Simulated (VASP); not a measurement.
Write the native input for VASP 6.6.1 that does the following.

```
Task                   : single point
Functional             : PBE
Potentials or basis    : VASP PAW PBE potentials, release 64 (B, N)
Cutoff                 : 520 eV
k mesh                 : 10 × 10 × 10
Occupations            : gaussian, width 0.01 eV
Spin                   : no spin polarisation
Dipole correction      : no
Further INCAR settings : ALGO = Normal; EDIFF = 1e-07; NBANDS = 11
```

The structure of BN (Qingsongite) lies in POSCAR:

```
BN
1.0
    0.0000000000      1.8478950951      1.8478950951
    1.8478950951      0.0000000000      1.8478950951
    1.8478950951      1.8478950951      0.0000000000
B N
1 1
Direct
    0.0000000000      0.0000000000      0.0000000000
    0.2500000000      0.2500000000      0.2500000000
```

This cell differs from its parent crystal: volume changed by +6%.

These files were run (other wordings do the same):

INCAR

```
PREC = Accurate
ENCUT = 520
EDIFF = 1E-7
ISMEAR = 0
SIGMA = 0.01
LREAL = False
LASPH = True
NELM = 60
ALGO = Normal
ISIF = 2
LWAVE = False
LCHARG = False
GGA = PE
NBANDS = 11
```

KPOINTS

```
regular mesh
0
Gamma
  10 10 10
```

Potentials or basis: VASP PAW PBE potentials, release 64 (B, N).

Launch:

```console
$ cat potpaw_PBE.64/B/POTCAR potpaw_PBE.64/N/POTCAR > POTCAR
$ mpirun -np 1 vasp_std > vasp.out
```

Results of the run:

```json
{"Pressure": "-19.4 GPa", "Band gap on the k mesh": "4.39 eV, indirect (least direct gap 8.50 eV)"}
```

It took 7 s on 1 thread of Intel(R) Xeon(R) Platinum 8488C (Sapphire Rapids), on a shared host, peak memory 0.12 GiB.
